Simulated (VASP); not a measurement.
A run of VASP 6.6.1 is set up as follows.

File INCAR:

```
PREC     = Accurate       # precision mode
ENCUT    = 520            # plane-wave cutoff, eV
EDIFF    = 1E-6           # SCF threshold, eV
ISMEAR   = 0              # smearing method
SIGMA    = 0.1            # smearing width, eV
LREAL    = F              # projectors in reciprocal space
LASPH    = T              # aspherical terms in the spheres
NELM     = 60             # most SCF steps
ALGO     = Normal         # electronic algorithm
ISIF     = 2              # what is computed and relaxed
LWAVE    = F              # write WAVECAR
LCHARG   = F              # write CHGCAR
LDIPOL   = T            
IDIPOL   = 3            
DIPOL    = 0.5 0.5 0.315
IBRION   = 2              # ionic algorithm
NSW      = 36             # ionic steps
EDIFFG   = -0.025         # ionic threshold
```

KPOINTS

```
Automatic mesh
0
Gamma
  5 5 1
```

Contents of POSCAR:

```
Al12C
1.0
    5.6336864727      0.0000000000      0.0000000000
    0.0000000000      5.6336864727      0.0000000000
    0.0000000000      0.0000000000     19.6042970528
Al C
12 1
Selective dynamics
Direct
    0.2500000000      0.2500000000      0.2040369001  F F F
    0.2500000000      0.7500000000      0.2040369001  F F F
    0.7500000000      0.2500000000      0.2040369001  F F F
    0.7500000000      0.7500000000      0.2040369001  F F F
    0.0000000000      0.0000000000      0.3086956402  F F F
    0.0000000000      0.5000000000      0.3086956402  F F F
    0.5000000000      0.0000000000      0.3086956402  F F F
    0.5000000000      0.5000000000      0.3086956402  F F F
    0.2500000000      0.2500000000      0.4133939121  F F F
    0.2500000000      0.7500000000      0.4133939121  F F F
    0.7500000000      0.2500000000      0.4133939121  F F F
    0.7500000000      0.7500000000      0.4133939121  F F F
    0.5000000000      0.5000000000      0.3903384425  F F T
```

Potentials or basis: VASP PAW LDA potentials, release 64 (Al, C).

The run is started by

```sh
$ cat potpaw_LDA.64/Al/POTCAR potpaw_LDA.64/C/POTCAR > POTCAR
$ mpirun -np 1 vasp_std > vasp.out
```

(1) Predict the band gap on the k mesh.

(2) Estimate the energy gained by relaxing.

Results:

(1) zero (bands 20 and 21 overlap by 0.61 eV).

(2) 144.2 meV/atom.
